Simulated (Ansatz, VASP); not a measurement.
One calculation of Cu, two programs

```
CELL_PARAMETERS angstrom
0.00000 1.74531 1.74531
1.74531 0.00000 1.74531
1.74531 1.74531 0.00000
ATOMIC_POSITIONS crystal
Cu 0.00000 0.00000 0.00000
```

Alike in both runs: task single point; functional PBEsol; k mesh 20 × 20 × 20; occupations gaussian, width 0.1 eV; no spin polarisation.

```csv
,VASP,Ansatz
version,VASP 6.6.1,Ansatz 0.2.0
potentials or method,"VASP PAW PBE potentials, release 64 (Cu), cutoff 520 eV","scalar-relativistic, plane waves, PAW"
valence electrons in the cell,11,19
```

```csv
,VASP,Ansatz,Ansatz less VASP
gap on the k mesh at the Fermi level (eV),none,none,-
pressure (GPa),13.5,12.2,-1.27
```

VASP's potentials were made for PBE, not for PBEsol. A gap of «none» marks a metal or a gap that the smearing closes. The functional is the same, so the differences come from potentials, cutoffs and numerics. VASP's potentials hold 11 valence electrons a cell and Ansatz's 19, so a difference there can come from the potentials and not from the codes.
